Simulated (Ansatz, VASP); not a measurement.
**Two plane-wave programs on BaTiO3**

The input INCAR:

```
SYSTEM = BaTiO3
PREC = Accurate ; ENCUT = 520
EDIFF = 1E-6 ; ISMEAR = 0
SIGMA = 0.05 ; LREAL = .FALSE.
LASPH = .TRUE. ; NELM = 80
ALGO = Normal ; ISIF = 2
LWAVE = .FALSE. ; LCHARG = .FALSE.
GGA = PE ; NBANDS = 28
```

File KPOINTS:

```
regular mesh
0
G
  8 8 8
  0 0 0
```

The input POSCAR:

```
BaTiO3
1.0
    4.0192501416      0.0000000000      0.0000000000
    0.0000000000      4.0192501416      0.0100481254
    0.0000000000      0.0100481254      4.0192501416
Ba Ti O
1 1 3
Direct
    0.5000000000      0.5000000000      0.5000000000
    0.0000000000      0.0000000000      0.0000000000
    0.5000000000      0.0000000000      0.0000000000
    0.0000000000      0.5000000000      0.0000000000
    0.0000000000      0.0000000000      0.5000000000
```

Input for Ansatz:

```yaml
crystal:
  lattice:
    - [4.0192501416, 0.0, 0.0]
    - [0.0, 4.0192501416, 0.0100481254]
    - [0.0, 0.0100481254, 4.0192501416]
  atoms:
    - { symbol: Ba, position: [0.5, 0.5, 0.5] }
    - { symbol: Ti, position: [0.0, 0.0, 0.0] }
    - { symbol: O, position: [0.5, 0.0, 0.0] }
    - { symbol: O, position: [0.0, 0.5, 0.0] }
    - { symbol: O, position: [0.0, 0.0, 0.5] }
basis:
  ecutwfc: 420
kpoints:
  mp_grid: { grid: [8, 8, 8] }
hamiltonian:
  xc: pbe
scf:
  occupations: { method: gaussian, width: 0.05 }
output:
  forces: true
  stress: true
  eigenvalues: true
```

Change from the starting cell: strain +0.0050 x Voigt [0, 0, 0, 1, 0, 0], atoms carried along.

Alike in both runs: task single point; functional PBE; k mesh 8 × 8 × 8; occupations gaussian, width 0.05 eV; no spin polarisation.

|  | VASP | Ansatz |
| --- | --- | --- |
| version | VASP 6.6.1 | Ansatz 0.2.0 |
| potentials or method | VASP PAW PBE potentials, release 64 (Ba_sv, Ti_sv, O), cutoff 520 eV | scalar-relativistic, plane waves, PAW |
| valence electrons in the cell | 40 | 40 |

|  | VASP | Ansatz | Ansatz less VASP |
| --- | --- | --- | --- |
| gap on the k mesh at the Fermi level (eV) | 1.71 | 1.77 | +0.062 |
| least direct gap on the mesh (eV) | 1.86 | 1.88 | +0.024 |
| pressure (GPa) | 1.7 | 0.0 | -1.70 |
| traceless stress, the component that is largest in VASP (GPa) | -0.61 | -0.60 | +0.017 |

With one functional, cell and mesh, what is left measures potentials, basis and numerics.

Spin-orbit coupling is off throughout.
